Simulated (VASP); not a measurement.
# SrO in VASP: settings compared, part 2 of 2

VASP 6.6.1. The steps go on from the part before.

## Step 3: Single point, LDA

Input file INCAR:

```
SYSTEM = SrO
PREC = Accurate ; ENCUT = 520
EDIFF = 1E-7 ; ISMEAR = 0
SIGMA = 0.05 ; LREAL = .FALSE.
LASPH = .TRUE. ; NELM = 60
ALGO = Normal ; ISIF = 2
LWAVE = .FALSE. ; LCHARG = .FALSE.
GGA = CA ; NBANDS = 24
```

Input file KPOINTS:

```
Automatic mesh
0
G
  8 8 10
  0 0 0
```

Input file POSCAR:

```
SrO
1.0
    4.4863742577      0.0000000000      0.0000000000
    0.0000000000      4.4863742577      0.0000000000
    0.0000000000      0.0000000000      3.5966252849
Sr O
2 2
Direct
    0.5000000000      0.0000000000      0.2703680608
    0.0000000000      0.5000000000      0.7296319392
    0.0000000000      0.0000000000      0.0000000000
    0.5000000000      0.5000000000      0.0000000000
```

Potentials or basis: VASP PAW LDA potentials, release 64 (Sr_sv, O).

Launch:

```
$ cat potpaw_LDA.64/Sr_sv/POTCAR potpaw_LDA.64/O/POTCAR > POTCAR
$ mpirun -np 1 vasp_std > vasp.out
```

OUTCAR:

```text
SYSTEM = SrO
   PREC = Accurate
   ENCUT = 520
   EDIFF = 1E-7
   ISMEAR = 0
   LREAL = .FALSE.
   LASPH = .TRUE.
   NELM = 60
   ISIF = 2
   GGA = CA

 ion  position               nearest neighbor table
   1  0.500  0.000  0.270-   3 2.44   4 2.44   4 2.44   3 2.44   4 3.45   3 3.45   3 3.45   4 3.45
                             2 3.58   2 3.58   2 3.58   2 3.58   2 3.72   2 3.72   2 3.72   2 3.72
   2  0.000  0.500  0.730-   3 2.44   4 2.44   3 2.44   4 2.44   3 3.45   3 3.45   4 3.45   4 3.45
                             1 3.58   1 3.58   1 3.58   1 3.58   1 3.72   1 3.72   1 3.72   1 3.72
   3  0.000  0.000  0.000-   1 2.44   2 2.44   2 2.44   1 2.44   2 3.45   2 3.45   1 3.45   1 3.45

   4  0.500  0.500  0.000-   1 2.44   2 2.44   1 2.44   2 2.44   2 3.45   1 3.45   2 3.45   1 3.45

  LATTYP: Found a simple tetragonal cell.
 ALAT       =     4.4863742577
 C/A-ratio  =     0.8016774969

  Lattice vectors:

 A1 = (   4.4863742577,   0.0000000000,   0.0000000000)
 A2 = (   0.0000000000,   4.4863742577,   0.0000000000)
 A3 = (   0.0000000000,   0.0000000000,   3.5966252849)

Analysis of symmetry for initial positions (statically):
=====================================================================
 Subroutine PRICEL returns:
[... 182 lines left out ...]
 fundamental gap:      2.3384962224
 Fermi energy:         1.6337011201

 k-point     1 :       0.0000    0.0000    0.0000
  band No.  band energies     occupation
      1     -31.2974      2.00000
      2     -31.1161      2.00000
      3     -14.4119      2.00000
      4     -13.7594      2.00000
      5     -13.7594      2.00000
      6     -13.4389      2.00000
[... 637 lines left out ...]
     23      10.6613      0.00000
     24      10.6613      0.00000

 [... further k-points ...]

------------------------ aborting loop because EDIFF is reached ----------------------------------------

  FORCE on cell =-STRESS in cart. coord.  units (eV):
  Direction    XX          YY          ZZ          XY          YZ          ZX
  --------------------------------------------------------------------------------------
  -------------------------------------------------------------------------------------
  Total       -2.7811525     -2.7811525     -2.0355249      0.0000000      0.0000000      0.0000000
  in kB      -61.5529962    -61.5529962    -45.0506245      0.0000000      0.0000000      0.0000000
  external PRESSURE =     -56.0522056 kB  Pullay stress =       0.0000000 kB

 VOLUME and BASIS-vectors are now :
 -----------------------------------------------------------------------------
  energy-cutoff  :      520.00
  volume of cell :       72.39
      direct lattice vectors                 reciprocal lattice vectors
     4.486374258  0.000000000  0.000000000     0.222897142  0.000000000  0.000000000
     0.000000000  4.486374258  0.000000000     0.000000000  0.222897142  0.000000000
     0.000000000  0.000000000  3.596625285     0.000000000  0.000000000  0.278038417

 POSITION                                       TOTAL-FORCE (eV/Angst)
 -----------------------------------------------------------------------------------
      2.24319      0.00000      0.97241        -0.000000     -0.000000     -0.192107
      0.00000      2.24319      2.62421         0.000000      0.000000      0.192107
      0.00000      0.00000      0.00000         0.000000      0.000000      0.000000
      2.24319      2.24319      0.00000        -0.000000     -0.000000      0.000000
 -----------------------------------------------------------------------------------
    total drift:                                0.000000      0.000000      0.000000

  FREE ENERGIE OF THE ION-ELECTRON SYSTEM (eV)
  ---------------------------------------------------
  free  energy   TOTEN  =       -25.5556340537 eV

  energy  without entropy=      -25.5556340537  energy(sigma->0) =      -25.55563405
```

OSZICAR:

```text
N       E                     dE             d eps       ncg     rms          rms(c)
DAV:   1     0.172904705220E+03    0.17290E+03   -0.16008E+04  4320   0.126E+03
DAV:   2    -0.200400857643E+02   -0.19294E+03   -0.18327E+03  6144   0.286E+02
DAV:   3    -0.303770495694E+02   -0.10337E+02   -0.10274E+02  6672   0.585E+01
DAV:   4    -0.306353031881E+02   -0.25825E+00   -0.25817E+00  5808   0.730E+00
DAV:   5    -0.306371908452E+02   -0.18877E-02   -0.18876E-02  6136   0.722E-01    0.266E+01
DAV:   6    -0.260201554435E+02    0.46170E+01   -0.22021E+01  4776   0.262E+01    0.289E+01
DAV:   7    -0.256932482527E+02    0.32691E+00   -0.19900E+00  5696   0.859E+00    0.157E+01
DAV:   8    -0.255573886877E+02    0.13586E+00   -0.43889E-01  5216   0.450E+00    0.241E+00
DAV:   9    -0.255552940593E+02    0.20946E-02   -0.24580E-02  7344   0.956E-01    0.422E-01
DAV:  10    -0.255556158629E+02   -0.32180E-03   -0.20273E-03  5192   0.314E-01    0.142E-01
DAV:  11    -0.255556331456E+02   -0.17283E-04   -0.26335E-04  5536   0.113E-01    0.432E-02
DAV:  12    -0.255556339924E+02   -0.84684E-06   -0.28927E-05  5288   0.420E-02    0.114E-02
DAV:  13    -0.255556340896E+02   -0.97201E-07   -0.23119E-06  5800   0.108E-02    0.661E-03
DAV:  14    -0.255556340537E+02    0.35927E-07   -0.25277E-07  5072   0.450E-03
   1 F= -.25555634E+02 E0= -.25555634E+02  d E =-.236404E-11
```

stdout:

```text
POSCAR found type information on POSCAR SrO
 POSCAR found :  2 types and       4 ions
 scaLAPACK will be used
 LDA part: xc-table for (Slater(with rela. corr.)+CA(PZ))
 , standard interpolation
 POSCAR, INCAR and KPOINTS ok, starting setup
 FFT: planning ... GRIDC
 FFT: planning ... GRID_SOFT
 FFT: planning ... GRID
 WAVECAR not read
 entering main loop
```

It took 2.5 min on 1 thread of Intel Xeon 6975P-C (Granite Rapids), shared host; peak memory 0.25 GiB.

Results:

* Free energy: -25.5556 eV
* Pressure: -5.6 GPa
* Largest force: 0.192 eV/Å
* Band gap on the k mesh: 2.34 eV (least direct gap 2.41 eV)

Forces in eV/Å, atoms in the order of the input:
```
Sr   0.000  0.000 -0.192
Sr   0.000  0.000  0.192
O    0.000  0.000  0.000
O    0.000  0.000  0.000
```

Stress tensor (GPa, compression positive):
```
-6.16  0.00  0.00
 0.00 -6.16  0.00
 0.00  0.00 -4.51
```

Levels at points of the mesh, in eV from the valence-band top:
```tsv
k point	band 12	band 13	band 14	band 15	band 16	band 17	band 18	band 19	band 20	band 21
(0.00, 0.00, 0.00)	-1.01	-1.01	-0.54	-0.07	-0.07	2.34	4.48	4.49	5.93	6.37
(0.50, 0.00, 0.00)	-1.46	-0.75	-0.75	-0.57	-0.57	3.70	3.70	5.59	5.59	6.03
(0.50, 0.50, 0.00)	-2.37	-0.73	-0.73	-0.24	-0.24	4.01	4.01	5.10	5.10	7.41
(0.00, 0.00, 0.50)	-1.82	-1.51	-1.51	-0.44	-0.44	6.19	6.19	6.52	6.78	7.10
(0.50, 0.00, 0.50)	-1.59	-1.27	-1.27	-0.97	-0.97	5.42	5.42	5.81	5.81	7.88
(0.50, 0.50, 0.50)	-1.48	-1.08	-1.08	-0.55	-0.55	5.05	5.05	5.26	5.26	6.59
```

Caveat: the cell stands under tension. A k mesh can miss the band edges.

## Step 4: Single point, PBE (atom 2 (Sr) moved 0.2 Å along z)

Input file INCAR:

```
PREC     = Accurate       # precision mode
ENCUT    = 520            # plane-wave cutoff, eV
EDIFF    = 1E-6           # SCF threshold, eV
ISMEAR   = 0              # smearing method
SIGMA    = 0.05           # smearing width, eV
LREAL    = F              # projectors in reciprocal space
LASPH    = T              # aspherical terms in the spheres
NELM     = 100            # most SCF steps
ALGO     = Normal         # electronic algorithm
ISIF     = 2              # what is computed and relaxed
LWAVE    = F              # write WAVECAR
LCHARG   = F              # write CHGCAR
GGA      = PE             # functional
NBANDS   = 24             # bands
```

Input file KPOINTS:

```
Automatic mesh
0
Gamma
  8 8 10
```

Changes to POSCAR since step 3:

```diff
@@ -9,3 +9,3 @@
     0.5000000000      0.0000000000      0.2703680608
-    0.0000000000      0.5000000000      0.7296319392
+    0.0000000000      0.5000000000      0.7852396226
     0.0000000000      0.0000000000      0.0000000000
```

Potentials or basis: VASP PAW PBE potentials, release 64 (Sr_sv, O).

Launch:

```
$ cat potpaw_PBE.64/Sr_sv/POTCAR potpaw_PBE.64/O/POTCAR > POTCAR
$ mpirun -np 1 vasp_std > vasp.out
```

Wall time 2.1 min (1 thread of Intel Xeon 6975P-C (Granite Rapids), shared host); peak memory 0.27 GiB.

The run converged. Its results:

```yaml
Free_energy: -22.8893 eV
Pressure: 4.1 GPa
Largest_force: 1.012 eV/Å
Band_gap_on_the_k_mesh: 2.32 eV (least direct gap 2.42 eV)
```

Forces in eV/Å, atoms in the order of the input:
```
Sr   0.000  0.000  0.344
Sr   0.000  0.000 -1.012
O    0.000  0.000  0.334
O    0.000  0.000  0.334
```

Stress tensor (GPa, compression positive):
```
4.33 0.00 0.00
0.00 4.33 0.00
0.00 0.00 3.78
```

Levels at points of the mesh, in eV from the valence-band top:
| k point | band 14 | band 15 | band 16 | band 17 | band 18 | band 19 |
| --- | --- | --- | --- | --- | --- | --- |
| (0.00, 0.00, 0.00) | -0.54 | -0.09 | -0.09 | 2.32 | 4.64 | 4.72 |
| (0.50, 0.00, 0.00) | -0.60 | -0.59 | -0.56 | 3.39 | 3.81 | 5.74 |
| (0.50, 0.50, 0.00) | -0.77 | -0.24 | -0.24 | 3.54 | 4.16 | 5.21 |
| (0.00, 0.00, 0.50) | -1.31 | -0.41 | -0.41 | 6.00 | 6.00 | 6.75 |
| (0.50, 0.00, 0.50) | -1.15 | -0.99 | -0.98 | 5.56 | 5.57 | 5.65 |
| (0.50, 0.50, 0.50) | -1.18 | -0.89 | -0.60 | 5.19 | 5.36 | 5.36 |

Caveat: the cell differs from its parent crystal (atom 2 (Sr) moved 0.2 Å along z); the cell stands under pressure; forces of over 1 eV/Å act on the atoms, so gaps and moduli don't describe the material at rest. A k mesh can miss the band edges.

## Step 5: Single point, PBE (18.46 Å³/atom)

This run uses another cell than the first one, of 18.46 Å³/atom.

Input file INCAR:

```
SYSTEM = SrO
PREC = Accurate
ENCUT = 520
EDIFF = 1E-6
ISMEAR = 0
SIGMA = 0.05
LREAL = .False.
LASPH = .True.
NELM = 100
ALGO = Normal
ISIF = 2
LWAVE = .False.
LCHARG = .True.
GGA = PE
LELF = .True.
LVHAR = .True.
NBANDS = 24
```

Input file KPOINTS:

```
regular mesh
0
Gamma
  8 8 10
  0 0 0
```

Input file POSCAR:

```
SrO
1.0
    4.5025200270      0.0000000000      0.0000000000
    0.0000000000      4.5025200270      0.0000000000
    0.0000000000      0.0000000000      3.6422945039
Sr O
2 2
Direct
    0.5000000000      0.0000000000      0.2629907667
    0.0000000000      0.5000000000      0.7370092333
    0.0000000000      0.0000000000      0.0000000000
    0.5000000000      0.5000000000      0.0000000000
```

Launch:

```
$ cat potpaw_PBE.64/Sr_sv/POTCAR potpaw_PBE.64/O/POTCAR > POTCAR
$ mpirun -np 1 vasp_std > vasp.out
```

It took 2 min on 1 thread of Intel Xeon 6975P-C (Granite Rapids), shared host; peak memory 0.27 GiB.

It converged, with:

| Item | Value |
| --- | --- |
| Free energy | -22.9968 eV |
| Pressure | 0.2 GPa |
| Largest force | 0.068 eV/Å |
| Band gap on the k mesh | 2.38 eV (least direct gap 2.45 eV) |

Forces in eV/Å, atoms in the order of the input:
```
Sr   0.000  0.000  0.068
Sr   0.000  0.000 -0.068
O    0.000  0.000  0.000
O    0.000  0.000  0.000
```

Stress tensor (GPa, compression positive):
```
0.30 0.00 0.00
0.00 0.30 0.00
0.00 0.00 0.00
```

Levels at points of the mesh, in eV from the valence-band top:
```
           k point  band 14  band 15  band 16  band 17  band 18  band 19
(0.00, 0.00, 0.00)    -0.55    -0.08    -0.08     2.38     4.59     4.69
(0.50, 0.00, 0.00)    -0.74    -0.56    -0.56     3.73     3.73     5.71
(0.50, 0.50, 0.00)    -0.71    -0.24    -0.24     4.04     4.04     5.09
(0.00, 0.00, 0.50)    -1.42    -0.40    -0.40     6.18     6.18     6.74
(0.50, 0.00, 0.50)    -1.19    -0.96    -0.96     5.46     5.46     5.88
(0.50, 0.50, 0.50)    -1.05    -0.56    -0.56     5.19     5.19     5.28
```

## Step 6: Single point, PBE

This run uses another cell than the first one, of 18.46 Å³/atom.

Input file INCAR:

```
PREC = Accurate
ENCUT = 520
EDIFF = 1E-6
ISMEAR = 0
SIGMA = 0.05
LREAL = F
LASPH = T
NELM = 60
ALGO = Normal
ISIF = 2
LWAVE = F
LCHARG = F
GGA = PE
NBANDS = 24
```

Input file KPOINTS:

```
Automatic mesh
0
Gamma
  8 8 10
```

Input file POSCAR:

```
SrO
1.0
    4.4863742577      0.0000000000      0.0000000000
    0.0000000000      4.4863742577      0.0000000000
    0.0000000000      0.0000000000      3.6685577906
Sr O
2 2
Direct
    0.5000000000      0.0000000000      0.2703680608
    0.0000000000      0.5000000000      0.7296319392
    0.0000000000      0.0000000000      0.0000000000
    0.5000000000      0.5000000000      0.0000000000
```

Potentials or basis: VASP PAW PBE potentials, release 64 (Sr_sv, O).

Launch:

```
$ cat potpaw_PBE.64/Sr_sv/POTCAR potpaw_PBE.64/O/POTCAR > POTCAR
$ mpirun -np 1 vasp_std > vasp.out
```

Run time: 1.9 min. Hardware: 1 thread of Intel Xeon 6975P-C (Granite Rapids), shared host; peak memory 0.27 GiB.

It converged, with:

```
Free energy            : -22.9921 eV
Pressure               : -0.4 GPa
Largest force          : 0.115 eV/Å
Band gap on the k mesh : 2.41 eV (least direct gap 2.46 eV)
```

Forces on the atoms (eV/Å):
```
Sr   0.000  0.000 -0.115
Sr   0.000  0.000  0.115
O    0.000  0.000  0.000
O    0.000  0.000  0.000
```

Stress tensor (GPa, compression positive):
```
 0.24  0.00  0.00
 0.00  0.24  0.00
 0.00  0.00 -1.58
```

Levels at points of the mesh, in eV from the valence-band top:
```csv
k point,band 12,band 13,band 14,band 15,band 16,band 17,band 18,band 19,band 20,band 21
"(0.00, 0.00, 0.00)",-1.03,-1.03,-0.57,-0.05,-0.05,2.41,4.61,4.70,5.85,6.47
"(0.50, 0.00, 0.00)",-1.38,-0.74,-0.74,-0.58,-0.58,3.80,3.80,5.61,5.61,6.06
"(0.50, 0.50, 0.00)",-2.26,-0.65,-0.65,-0.27,-0.27,4.14,4.14,5.04,5.04,7.47
"(0.00, 0.00, 0.50)",-1.74,-1.46,-1.46,-0.38,-0.38,6.30,6.30,6.58,6.68,7.19
"(0.50, 0.00, 0.50)",-1.52,-1.20,-1.20,-0.93,-0.93,5.44,5.44,5.90,5.90,7.84
"(0.50, 0.50, 0.50)",-1.45,-1.01,-1.01,-0.49,-0.49,5.12,5.12,5.27,5.27,6.71
```

## Step 7: Summary

```csv
level,potentials or basis,cell,gap on the mesh (eV),pressure (GPa),largest force (eV/Å)
PBEsol,"VASP PAW PBE potentials, release 64 (Sr_sv, O)","a = 4.486, b = 4.486, c = 3.597 Å, 4 atoms, atomic positions A",2.40,-2.7,0.07
LDA,"VASP PAW LDA potentials, release 64 (Sr_sv, O)","a = 4.486, b = 4.486, c = 3.597 Å, 4 atoms, atomic positions A",2.34,-5.6,0.19
PBE,"VASP PAW PBE potentials, release 64 (Sr_sv, O)","a = 4.486, b = 4.486, c = 3.597 Å, 4 atoms, atomic positions B",2.32,4.1,1.01
PBE,"VASP PAW PBE potentials, release 64 (Sr_sv, O)","a = 4.503, b = 4.503, c = 3.642 Å, 4 atoms, atomic positions C",2.38,0.2,0.07
PBE,"VASP PAW PBE potentials, release 64 (Sr_sv, O)","a = 4.486, b = 4.486, c = 3.669 Å, 4 atoms, atomic positions A",2.41,-0.4,0.11
```

Alike in all rows: task single point; no spin polarisation; k mesh 8 × 8 × 10; cutoff (eV) 520; smearing gaussian 0.05 eV.

Caveats: the PAW data sets were made with another functional, which shifts forces and pressure a little (at least some runs); the cell stands under tension (at least some runs); the cell stands under pressure (at least some runs); forces of over 1 eV/Å act on the atoms, so gaps and moduli don't describe the material at rest (at least some runs).

Total energies depend on the potentials used, so only differences within one code and one set of settings carry meaning.
